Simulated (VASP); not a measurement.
Here is a VASP 6.6.1 calculation.

File POSCAR:

```
NaCl
1.0
    3.4595458349      0.0000000000      0.0000000000
    0.0000000000      3.4595458349      0.0000000000
    0.0000000000      0.0000000000      3.4595458349
Na Cl
1 1
Direct
    0.0000000000      0.0000000000      0.0000000000
    0.5000000000      0.5000000000      0.5000000000
```

Contents of INCAR.step1:

```
SYSTEM = NaCl
  PREC = Accurate
  ENCUT = 500
  EDIFF = 1E-8
  ISMEAR = 0
  SIGMA = 0.01
  LREAL = .False.
  LASPH = .True.
  NELM = 60
  ALGO = Normal
  LWAVE = .True.
  LCHARG = .False.
  METAGGA = R2SCAN
  LMIXTAU = .True.
```

File INCAR.step2:

```
SYSTEM = NaCl
  PREC = Accurate
  ENCUT = 500
  EDIFF = 1E-8
  ISMEAR = 0
  SIGMA = 0.01
  LREAL = .False.
  LASPH = .True.
  NELM = 1
  ALGO = Exact
  LWAVE = .True.
  LCHARG = .False.
  METAGGA = R2SCAN
  LMIXTAU = .True.
  NBANDS = 163
  LOPTICS = .True.
  ISTART = 1
```

INCAR.step3

```
SYSTEM = NaCl
  PREC = Accurate
  ENCUT = 500
  EDIFF = 1E-8
  ISMEAR = 0
  SIGMA = 0.01
  LREAL = .False.
  LASPH = .True.
  ALGO = EVGW0
  LWAVE = .False.
  LCHARG = .False.
  METAGGA = R2SCAN
  LMIXTAU = .True.
  NELMGW = 1
  NBANDS = 163
  ENCUTGW = 140.0
  NOMEGA = 96
  PRECFOCK = Fast
  ISTART = 1
  NBANDSGW = 16
  OMEGAMAX = 20
```

The input KPOINTS:

```
Automatic mesh
0
Gamma
  4 4 4
  0 0 0
```

Potentials or basis: VASP PAW PBE potentials, release 64 (Na_sv_GW, Cl_GW).

Launch:

```bash
$ cat potpaw_PBE.64/Na_sv_GW/POTCAR potpaw_PBE.64/Cl_GW/POTCAR > POTCAR
$ cp INCAR.step1 INCAR
$ mpirun -np 1 vasp_std > vasp.out
$ cp INCAR.step2 INCAR
$ mpirun -np 1 vasp_std > vasp.out
$ cp INCAR.step3 INCAR
$ mpirun -np 1 vasp_std > vasp.out
```

Estimate the quasiparticle gap.

7.09 eV.

Estimate the least direct quasiparticle gap.

7.68 eV.

Estimate the least direct gap of the starting levels on the mesh.

5.23 eV.

Caveat: the k points lie up to 0.45 Å⁻¹ apart; bands, screening cutoff and mesh are small and nothing is extrapolated, so the quasiparticle values aren't converged; the structure was generated, so it needn't be the stable form of NaCl.
